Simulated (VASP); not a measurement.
Set up this calculation in VASP 6.6.1, as the native input.

```yaml
Task: single point
Functional: r2SCAN
Potentials_or_basis: VASP PAW PBE potentials, release 64 (Cd)
Cutoff: 520 eV
k_mesh: 6 × 6 × 3
Occupations: fermi-dirac, width 0.0798 eV
Spin: no spin polarisation
Dipole_correction: no
Further_INCAR_settings: ALGO = Normal; EDIFF = 1e-07; NBANDS = 19; ISYM = 0
```

The system is Cd.

```xyz
2
Lattice="1.8794 3.2425 0.0110 -1.8975 3.2529 0.0099 0.0018 0.0197 6.1136" Properties=species:S:1:pos:R:3 pbc="T T T"
Cd    0.4842    1.6645    1.1092
Cd   -0.1962    4.3968    5.1490
```

These files were run (other wordings do the same):

POSCAR

```
Cd
1.0
    1.8793913100      3.2425025800      0.0110442900
   -1.8974518700      3.2529296500      0.0099419800
    0.0017901200      0.0196731800      6.1135686100
Cd
2
Direct
    0.3852680000      0.1265780000      0.1805230000
    0.6251530000      0.7234080000      0.8399160000
```

INCAR.step1

```
PREC     = Accurate       # precision mode
ENCUT    = 520            # plane-wave cutoff, eV
ISMEAR   = -1             # smearing method
SIGMA    = 0.0798         # smearing width, eV
LREAL    = F              # projectors in reciprocal space
LASPH    = T              # aspherical terms in the spheres
NELM     = 100            # most SCF steps
ISYM     = 0            
NBANDS   = 19             # bands
GGA      = PE             # functional
ALGO     = Normal         # electronic algorithm
EDIFF    = 1E-4           # SCF threshold, eV
LWAVE    = T              # write WAVECAR
LCHARG   = F              # write CHGCAR
```

INCAR.step2

```
PREC     = Accurate       # precision mode
ENCUT    = 520            # plane-wave cutoff, eV
EDIFF    = 1E-7           # SCF threshold, eV
ISMEAR   = -1             # smearing method
SIGMA    = 0.0798         # smearing width, eV
LREAL    = F              # projectors in reciprocal space
LASPH    = T              # aspherical terms in the spheres
NELM     = 100            # most SCF steps
ALGO     = Normal         # electronic algorithm
ISIF     = 2              # what is computed and relaxed
LWAVE    = F              # write WAVECAR
LCHARG   = F              # write CHGCAR
METAGGA  = R2SCAN         # meta-GGA
LMIXTAU  = T            
ISYM     = 0            
NBANDS   = 19             # bands
ISTART   = 1
```

KPOINTS

```
Automatic mesh
0
Gamma
  6 6 3
```

Potentials or basis: VASP PAW PBE potentials, release 64 (Cd).

Run with:

```console
$ cat potpaw_PBE.64/Cd/POTCAR > POTCAR
$ cp INCAR.step1 INCAR
$ mpirun -np 1 vasp_std > vasp.out
$ cp INCAR.step2 INCAR
$ mpirun -np 1 vasp_std > vasp.out
```

It gave:

- Pressure: 1.5 GPa
- Largest force: 2.462 eV/Å
- Band gap on the k mesh: zero (band 12 reaches -0.04 eV, above the bottom of band 13 at -0.11 eV)

Caveat: the PAW data sets were made with another functional, which shifts forces and pressure a little.

It took 3.8 min on 1 thread of Intel(R) Xeon(R) Platinum 8488C (Sapphire Rapids), on a shared host, peak memory 0.22 GiB.
